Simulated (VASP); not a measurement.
# GaAs (F-43m) in VASP: notebook

The runs below take GaAs through single point, with PBEsol.

Everything below comes from runs of VASP 6.6.1. Logs are shortened: lines on timing, memory, paths and dates and some standing lists are left out, and cuts for length are marked.

**What was measured.**

“Evidence of valence band perturbations in GaAsN/GaAs(001): A combined variable-angle spectroscopic ellipsometry and modulated photoreflectance investigation”, 2008, arxiv:0805.2212 reports, for a bulk crystal of GaAs at 300 K: band gap 1.412 ± 0.01 eV (direct).

The runs below are set against these values where they give the same quantity.

### 1 The cell of the first run

It takes space group F-43m (No. 216, cubic). Conventional cell: a = 5.658 Å, b = 5.658 Å, c = 5.658 Å, α = 90.00°, β = 90.00°, γ = 90.00°. Within 3.2 Å of Ga (site symmetry -43m) lie 4 As at 2.45 Å. Within 3.2 Å of As (site symmetry -43m) lie 4 Ga at 2.45 Å.

### 2 Single point, PBEsol

Input file INCAR:

```
SYSTEM = GaAs
PREC = Accurate ; ENCUT = 520
EDIFF = 1E-7 ; ISMEAR = 0
SIGMA = 0.01 ; LREAL = .False.
LASPH = .True. ; NELM = 60
ALGO = Normal ; ISIF = 2
LWAVE = .False. ; LCHARG = .False.
GGA = PS ; NBANDS = 16
```

Input file KPOINTS:

```
regular mesh
0
Gamma
  8 8 8
  0 0 0
```

Input file POSCAR:

```
GaAs
1.0
    0.0000000000      2.8290523326      2.8290523326
    2.8290523326      0.0000000000      2.8290523326
    2.8290523326      2.8290523326      0.0000000000
Ga As
1 1
Direct
    0.0000000000      0.0000000000      0.0000000000
    0.7500000000      0.7500000000      0.7500000000
```

Potentials or basis: VASP PAW PBE potentials, release 64 (Ga_d, As).

On the command line:

```console
$ cat potpaw_PBE.64/Ga_d/POTCAR potpaw_PBE.64/As/POTCAR > POTCAR
$ mpirun -np 1 vasp_std > vasp.out
```

OUTCAR:

```text
SYSTEM = GaAs
   PREC = Accurate
   ENCUT = 520
   EDIFF = 1E-7
   ISMEAR = 0
   LREAL = .False.
   LASPH = .True.
   NELM = 60
   ISIF = 2
   GGA = PS

 ion  position               nearest neighbor table
   1  0.000  0.000  0.000-   2 2.45   2 2.45   2 2.45   2 2.45
   2  0.750  0.750  0.750-   1 2.45   1 2.45   1 2.45   1 2.45

  LATTYP: Found a face centered cubic cell.
 ALAT       =     5.6581046652

  Lattice vectors:

 A1 = (   0.0000000000,   2.8290523326,   2.8290523326)
 A2 = (   2.8290523326,   0.0000000000,   2.8290523326)
 A3 = (   2.8290523326,   2.8290523326,   0.0000000000)

Analysis of symmetry for initial positions (statically):
=====================================================================
 Subroutine PRICEL returns:
 Original cell was already a primitive cell.

 Routine SETGRP: Setting up the symmetry group for a
 face centered cubic supercell.

 Subroutine GETGRP returns: Found 24 space group operations
 (whereof 24 operations were pure point group operations)
 out of a pool of 48 trial point group operations.

The static configuration has the point symmetry T_d .

Analysis of symmetry for dynamics (positions and initial velocities):
=====================================================================
 Subroutine PRICEL returns:
 Original cell was already a primitive cell.

 Routine SETGRP: Setting up the symmetry group for a
 face centered cubic supercell.

 Subroutine GETGRP returns: Found 24 space group operations
 (whereof 24 operations were pure point group operations)
 out of a pool of 48 trial point group operations.

The dynamic configuration has the point symmetry T_d .

 Subroutine INISYM returns: Found 24 space group operations
 (whereof 24 operations are pure point group operations),
 and found     1 'primitive' translations

----------------------------------------------------------------------------------------

                                     Primitive cell

  volume of cell :      45.2849

  direct lattice vectors                    reciprocal lattice vectors
     0.000000000  2.829052333  2.829052333    -0.176737628  0.176737628  0.176737628
     2.829052333  0.000000000  2.829052333     0.176737628 -0.176737628  0.176737628
     2.829052333  2.829052333  0.000000000     0.176737628  0.176737628 -0.176737628

  length of vectors
     4.000884177  4.000884177  4.000884177     0.306118552  0.306118552  0.306118552

  position of ions in fractional coordinates (direct lattice)
     0.000000000  0.000000000  0.000000000
     0.750000000  0.750000000  0.750000000

  ion indices of the primitive-cell ions
   primitive index   ion index
                 1           1
                 2           2

----------------------------------------------------------------------------------------

 KPOINTS: regular mesh

Automatic generation of k-mesh.
 Grid dimensions read from file:
 generate k-points for:    8    8    8

 Generating k-lattice:

  Cartesian coordinates                     Fractional coordinates (reciprocal lattice)
    -0.022092204  0.022092204  0.022092204     0.125000000  0.000000000  0.000000000
     0.022092204 -0.022092204  0.022092204     0.000000000  0.125000000  0.000000000
     0.022092204  0.022092204 -0.022092204     0.000000000  0.000000000  0.125000000

  Length of vectors
     0.038264819  0.038264819  0.038264819

  Shift w.r.t. Gamma in fractional coordinates (k-lattice)
     0.000000000  0.000000000  0.000000000

 Subroutine IBZKPT returns following result:
 ===========================================

 Found     29 irreducible k-points:

 Following reciprocal coordinates:
            Coordinates               Weight
  0.000000  0.000000  0.000000      1.000000
  0.125000  0.000000  0.000000      8.000000
  0.250000  0.000000  0.000000      8.000000
  0.375000  0.000000  0.000000      8.000000
  0.500000  0.000000  0.000000      4.000000
  0.125000  0.125000  0.000000      6.000000
[... 16 lines left out ...]
  0.500000  0.250000  0.125000     48.000000
 -0.375000  0.250000  0.125000     24.000000
 [... further k-points ...]
   k-points           NKPTS =     29   k-points in BZ     NKDIM =     29   number of bands    NBANDS=     16
   number of dos      NEDOS =    301   number of ions     NIONS =      2
   total plane-waves  NPLWV =  27000
   dimension x,y,z NGX =    30 NGY =   30 NGZ =   30
   dimension x,y,z NGXF=    60 NGYF=   60 NGZF=   60
   ions per type =               1   1
   NGX,Y,Z   is equivalent  to a cutoff of  12.47, 12.47, 12.47 a.u.
   NGXF,Y,Z  is equivalent  to a cutoff of  24.93, 24.93, 24.93 a.u.
 SYSTEM =  GaAs
   PREC   = accura    normal or accurate (medium, high low for compatibility)
   ISTART =      0    job   : 0-new  1-cont  2-samecut
   ICHARG =      2    charge: 1-file 2-atom 10-const
   ISPIN  =      1    spin polarized calculation?
   LNONCOLLINEAR =      F non collinear calculations
   LSORBIT =      F    spin-orbit coupling
   LASPH  =      T    aspherical Exc in radial PAW
   ENCUT  =  520.0 eV  38.22 Ry    6.18 a.u.   7.44  7.44  7.44*2*pi/ulx,y,z
   NELM   =     60;   NELMIN=  2; NELMDL= -5     # of ELM steps
   EDIFF  = 0.1E-06   stopping-criterion for ELM
   LREAL  =      F    real-space projection
   EDIFFG = 0.1E-05   stopping-criterion for IOM
   NSW    =      0    number of steps for IOM
   IBRION =     -1    ionic relax: 0-MD 1-quasi-New 2-CG
   NFREE  =      0    steps in history (QN), initial steepest desc. (CG)
   ISIF   =      2    stress and relaxation
   ISYM   =      2    0-nonsym 1-usesym 2-fastsym
   POTIM  = 0.5000    time-step for ionic-motion
   TEBEG  =    0.0;   TEEND  =   0.0 temperature during run
   PSTRESS=    0.0 pullay stress
   NELECT =      18.0000    total number of electrons
   NUPDOWN=      -1.0000    fix difference up-down
   EMIN   =  10.00;   EMAX   =-10.00  energy-range for DOS
   EFERMI =   0.00;   METHOD = LEGACY
   ISMEAR =     0;   SIGMA  =   0.01  broadening in eV -4-tet -1-fermi 0-gaus
   EFERMI_NEDOS =   21; number of points for ismear=-14 and -15
   IALGO  =     38    algorithm
   IMIX   =      4    mixing-type and parameters
     AMIX     =   0.40;   BMIX     =  1.00
     AMIX_MAG =   1.60;   BMIX_MAG =  1.00
  volume/ion in A,a.u.               =      22.64       152.80
[... 38 lines left out ...]
      3     -10.9887      2.00000
      4     -10.9093      2.00000
      5     -10.9093      2.00000
      6      -8.9517      2.00000
[... 8 lines left out ...]
     15      13.8864      0.00000
     16      13.8864      0.00000

 k-point     2 :       0.1250    0.0000    0.0000
  band No.  band energies     occupation
      1     -11.0025      2.00000
      2     -10.9852      2.00000
      3     -10.9852      2.00000
      4     -10.9095      2.00000
      5     -10.9095      2.00000
      6      -8.7687      2.00000
[... 8 lines left out ...]
     15      12.9940      0.00000
     16      12.9940      0.00000

 k-point     3 :       0.2500    0.0000    0.0000
  band No.  band energies     occupation
      1     -11.0324      2.00000
      2     -10.9775      2.00000
      3     -10.9775      2.00000
      4     -10.9090      2.00000
      5     -10.9090      2.00000
      6      -8.2575      2.00000
[... 8 lines left out ...]
     15      12.7464      0.00000
     16      12.7464      0.00000

 k-point     4 :       0.3750    0.0000    0.0000
  band No.  band energies     occupation
      1     -11.0591      2.00000
      2     -10.9713      2.00000
      3     -10.9713      2.00000
      4     -10.9069      2.00000
      5     -10.9069      2.00000
      6      -7.5720      2.00000
[... 8 lines left out ...]
     15      13.9139      0.00000
     16      13.9139      0.00000

 k-point     5 :       0.5000    0.0000    0.0000
  band No.  band energies     occupation
      1     -11.0694      2.00000
      2     -10.9693      2.00000
      3     -10.9693      2.00000
      4     -10.9055      2.00000
      5     -10.9055      2.00000
      6      -7.1804      2.00000
[... 8 lines left out ...]
     15      15.5858      0.00000
     16      15.5858      0.00000

 k-point     6 :       0.1250    0.1250    0.0000
  band No.  band energies     occupation
      1     -11.0102      2.00000
      2     -10.9818      2.00000
      3     -10.9818      2.00000
      4     -10.9123      2.00000
      5     -10.9074      2.00000
      6      -8.7078      2.00000
[... 8 lines left out ...]
     15      12.5008      0.00000
     16      14.1384      0.00000

 k-point     7 :       0.2500    0.1250    0.0000
  band No.  band energies     occupation
      1     -11.0339      2.00000
      2     -10.9753      2.00000
      3     -10.9737      2.00000
      4     -10.9146      2.00000
      5     -10.9057      2.00000
      6      -8.3045      2.00000
[... 8 lines left out ...]
     15      13.7168      0.00000
     16      13.9338      0.00000

 k-point     8 :       0.3750    0.1250    0.0000
  band No.  band energies     occupation
      1     -11.0582      2.00000
      2     -10.9699      2.00000
      3     -10.9669      2.00000
      4     -10.9138      2.00000
      5     -10.9043      2.00000
      6      -7.6602      2.00000
[... 8 lines left out ...]
     15      13.8496      0.00000
     16      14.7319      0.00000

 k-point     9 :       0.5000    0.1250    0.0000
  band No.  band energies     occupation
      1     -11.0715      2.00000
      2     -10.9673      2.00000
      3     -10.9645      2.00000
      4     -10.9100      2.00000
      5     -10.9047      2.00000
      6      -7.1067      2.00000
[... 8 lines left out ...]
     15      15.0024      0.00000
     16      15.5868      0.00000
[... 172 lines left out ...]
 k-point    19 :       0.5000    0.3750    0.0000
  band No.  band energies     occupation
      1     -11.0947      2.00000
      2     -10.9463      2.00000
      3     -10.9432      2.00000
      4     -10.9302      2.00000
      5     -10.8985      2.00000
      6      -6.5987      2.00000
[... 8 lines left out ...]
     15      16.1994      0.00000
     16      16.5800      0.00000

 k-point    20 :      -0.3750    0.3750    0.0000
  band No.  band energies     occupation
      1     -11.0896      2.00000
      2     -10.9534      2.00000
      3     -10.9463      2.00000
      4     -10.9234      2.00000
      5     -10.9027      2.00000
      6      -6.4756      2.00000
[... 8 lines left out ...]
     15      14.2578      0.00000
     16      17.9116      0.00000

 k-point    21 :       0.5000    0.5000    0.0000
  band No.  band energies     occupation
      1     -11.1010      2.00000
      2     -10.9395      2.00000
      3     -10.9395      2.00000
      4     -10.9353      2.00000
      5     -10.8965      2.00000
      6      -6.4397      2.00000
[... 8 lines left out ...]
     15      17.0031      0.00000
     16      17.0682      0.00000

 k-point    22 :       0.3750    0.2500    0.1250
  band No.  band energies     occupation
      1     -11.0549      2.00000
      2     -10.9682      2.00000
      3     -10.9655      2.00000
      4     -10.9174      2.00000
      5     -10.9042      2.00000
      6      -7.8270      2.00000
[... 8 lines left out ...]
     15      14.6104      0.00000
     16      15.0711      0.00000

 k-point    23 :       0.5000    0.2500    0.1250
  band No.  band energies     occupation
      1     -11.0715      2.00000
      2     -10.9646      2.00000
      3     -10.9587      2.00000
      4     -10.9161      2.00000
      5     -10.9045      2.00000
      6      -7.1927      2.00000
[... 8 lines left out ...]
     15      14.5118      0.00000
     16      15.9187      0.00000

 k-point    24 :      -0.3750    0.2500    0.1250
  band No.  band energies     occupation
      1     -11.0777      2.00000
      2     -10.9639      2.00000
      3     -10.9563      2.00000
      4     -10.9137      2.00000
      5     -10.9058      2.00000
      6      -6.8376      2.00000
[... 8 lines left out ...]
     15      15.2637      0.00000
     16      15.8182      0.00000

 [... further k-points ...]

------------------------ aborting loop because EDIFF is reached ----------------------------------------

  FORCE on cell =-STRESS in cart. coord.  units (eV):
  Direction    XX          YY          ZZ          XY          YZ          ZX
  --------------------------------------------------------------------------------------
  -------------------------------------------------------------------------------------
  Total        0.0479575      0.0479575      0.0479575      0.0000000      0.0000000     -0.0000000
  in kB        1.6967353      1.6967353      1.6967353      0.0000000      0.0000000     -0.0000000
  external PRESSURE =       1.6967353 kB  Pullay stress =       0.0000000 kB

 VOLUME and BASIS-vectors are now :
 -----------------------------------------------------------------------------
  energy-cutoff  :      520.00
  volume of cell :       45.28
      direct lattice vectors                 reciprocal lattice vectors
     0.000000000  2.829052333  2.829052333    -0.176737628  0.176737628  0.176737628
     2.829052333  0.000000000  2.829052333     0.176737628 -0.176737628  0.176737628
     2.829052333  2.829052333  0.000000000     0.176737628  0.176737628 -0.176737628

 POSITION                                       TOTAL-FORCE (eV/Angst)
 -----------------------------------------------------------------------------------
      0.00000      0.00000      0.00000         0.000000      0.000000     -0.000000
      4.24358      4.24358      4.24358        -0.000000     -0.000000      0.000000
 -----------------------------------------------------------------------------------
    total drift:                               -0.000000     -0.000000     -0.000000

  FREE ENERGIE OF THE ION-ELECTRON SYSTEM (eV)
  ---------------------------------------------------
  free  energy   TOTEN  =        -9.0874347606 eV

  energy  without entropy=       -9.0874347606  energy(sigma->0) =       -9.08743476
```

Wall time 23 s (1 thread of Intel Xeon 6975P-C (Granite Rapids), shared host); peak memory 0.17 GiB.

Results:

```yaml
Free_energy: -9.0874 eV
Pressure: 0.2 GPa
Band_gap_on_the_k_mesh: 0.44 eV
```

Caveat: the PAW data sets were made with another functional, which shifts forces and pressure a little.

### 3 Single point, PBEsol, non-collinear spin, zero start, spin-orbit coupling

This run uses another cell than the first one, of 22.30 Å³/atom.

Input file INCAR:

```
  PREC = Accurate
  ENCUT = 520
  EDIFF = 1E-6
  ISMEAR = -1
  SIGMA = 0.01
  LREAL = False
  LASPH = True
  NELM = 150
  ALGO = Normal
  ISIF = 2
  LWAVE = False
  LCHARG = True
  MAGMOM = 0 0 0 0 0 0
  LORBIT = 11
  LSORBIT = True
  GGA_COMPAT = False
  LORBMOM = True
  GGA = PS
  LVHAR = True
  NBANDS = 30
```

Input file KPOINTS:

```
Automatic mesh
0
Gamma
  8 8 8
```

Input file POSCAR:

```
GaAs
1.0
    0.0000000000      2.8149070710      2.8149070710
    2.8149070710      0.0000000000      2.8149070710
    2.8149070710      2.8149070710      0.0000000000
Ga As
1 1
Direct
    0.0000000000      0.0000000000      0.0000000000
    0.7500000000      0.7500000000      0.7500000000
```

Potentials or basis: VASP PAW PBE potentials, release 64 (Ga_d, As).

On the command line:

```console
$ cat potpaw_PBE.64/Ga_d/POTCAR potpaw_PBE.64/As/POTCAR > POTCAR
$ mpirun -np 1 vasp_ncl > vasp.out
```

Run time: 2.6 min. Hardware: 1 thread of Intel Xeon 6975P-C (Granite Rapids), shared host; peak memory 0.32 GiB.

It converged, with:

```
Free energy                                           : -9.1023 eV
Pressure                                              : 1.3 GPa
Net moment                                            : 0.00 μB per cell
Valence electrons inside the program's atomic spheres : Ga 11.70; As 2.84
```

Moments on the atoms (μB; x, y, z):
```
Ga  0.00 0.00 0.00
As  0.00 0.00 0.00
```

Caveat: the PAW data sets were made with another functional, which shifts forces and pressure a little.

### 4 Single point, PBEsol, non-collinear spin, zero start, spin-orbit coupling

Input file INCAR:

```
PREC = Accurate
ENCUT = 520
EDIFF = 1E-6
ISMEAR = 1
SIGMA = 0.01
LREAL = F
LASPH = T
NELM = 150
ALGO = Normal
ISIF = 2
LWAVE = F
LCHARG = F
MAGMOM = 0 0 0 0 0 0
LORBIT = 11
LSORBIT = T
GGA_COMPAT = F
LORBMOM = T
GGA = PS
NBANDS = 30
```

KPOINTS is that of step 3.

Input file POSCAR:

```
GaAs
1.0
    0.0000000000      2.8290523326      2.8290523326
    2.8290523326      0.0000000000      2.8290523326
    2.8290523326      2.8290523326      0.0000000000
Ga As
1 1
Direct
    0.0000000000      0.0000000000      0.0000000000
    0.7500000000      0.7500000000      0.7500000000
```

On the command line:

```console
$ cat potpaw_PBE.64/Ga_d/POTCAR potpaw_PBE.64/As/POTCAR > POTCAR
$ mpirun -np 1 vasp_ncl > vasp.out
```

Wall time 2.7 min (1 thread of Intel Xeon 6975P-C (Granite Rapids), shared host); peak memory 0.32 GiB.

It converged, with:

```
Free energy                                           : -9.1053 eV
Pressure                                              : 0.2 GPa
Net moment                                            : 0.00 μB per cell
Valence electrons inside the program's atomic spheres : Ga 11.68; As 2.83
```

Moments on the atoms (μB; x, y, z):
```
Ga  0.00 0.00 0.00
As  0.00 0.00 0.00
```

Caveat: the PAW data sets were made with another functional, which shifts forces and pressure a little.

### 5 Single point, PBEsol, non-collinear spin, zero start, spin-orbit coupling

This run uses another cell than the first one, of 22.98 Å³/atom.

Input file INCAR:

```
SYSTEM = GaAs
  PREC = Accurate
  ENCUT = 520
  EDIFF = 1E-7
  ISMEAR = -1
  SIGMA = 0.01
  LREAL = .FALSE.
  LASPH = .TRUE.
  NELM = 150
  ALGO = Normal
  ISIF = 2
  LWAVE = .FALSE.
  LCHARG = .TRUE.
  MAGMOM = 0 0 0 0 0 0
  LORBIT = 11
  LSORBIT = .TRUE.
  GGA_COMPAT = .FALSE.
  LORBMOM = .TRUE.
  GGA = PS
  LVHAR = .TRUE.
  NBANDS = 30
```

Input file KPOINTS:

```
regular mesh
0
G
  8 8 8
  0 0 0
```

Input file POSCAR:

```
GaAs
1.0
    0.0000000000      2.8431975943      2.8431975943
    2.8431975943      0.0000000000      2.8431975943
    2.8431975943      2.8431975943      0.0000000000
Ga As
1 1
Direct
    0.0000000000      0.0000000000      0.0000000000
    0.7500000000      0.7500000000      0.7500000000
```

On the command line:

```console
$ cat potpaw_PBE.64/Ga_d/POTCAR potpaw_PBE.64/As/POTCAR > POTCAR
$ mpirun -np 1 vasp_ncl > vasp.out
```

Run time: 2.7 min. Hardware: 1 thread of Intel Xeon 6975P-C (Granite Rapids), shared host; peak memory 0.32 GiB.

It converged, with:

- Free energy: -9.1039 eV
- Pressure: -0.9 GPa
- Net moment: 0.00 μB per cell
- Valence electrons inside the program's atomic spheres: Ga 11.66; As 2.82

Moments on the atoms (μB; x, y, z):
```
Ga  0.00 0.00 0.00
As  0.00 0.00 0.00
```

Caveat: the PAW data sets were made with another functional, which shifts forces and pressure a little.

### 6 The runs side by side

```tsv
spin	cell	smearing	pressure (GPa)	moment (μB)
off	a = 4.001 Å, angles 60.0°, 2 atoms	gaussian 0.01 eV	0.2	-
non-collinear, zero start, SOC	a = 3.981 Å, angles 60.0°, 2 atoms	fermi-dirac 0.01 eV	1.3	0.00
non-collinear, zero start, SOC	a = 4.001 Å, angles 60.0°, 2 atoms	methfessel-paxton 0.01 eV	0.2	0.00
non-collinear, zero start, SOC	a = 4.021 Å, angles 60.0°, 2 atoms	fermi-dirac 0.01 eV	-0.9	0.00
```

Alike in all rows: task single point; level PBEsol; potentials or basis VASP PAW PBE potentials, release 64 (Ga_d, As); k mesh 8 × 8 × 8; cutoff (eV) 520.

Caveats: the PAW data sets were made with another functional, which shifts forces and pressure a little.

Absolute energies hang on the potentials; compare differences alone.

### 7 How close it comes

Step 2. A measured gap of GaAs is 1.412 eV (direct; 300 K; “Evidence of valence band perturbations in GaAsN/GaAs(001): A combined variable-angle spectroscopic ellipsometry and modulated photoreflectance investigation”, 2008, arxiv:0805.2212); the calculated 0.44 eV misses it by -0.97 eV. 3 values of this kind are on record (1.412 to 1.51 eV); this one was drawn at random among those near their median, those with a stated uncertainty first. Spin-orbit coupling on As, Ga is left out. The value is that of PBEsol on a finite k mesh, which can miss the band edges, without temperature or zero-point motion. Semilocal functionals fall short of measured gaps as a rule.
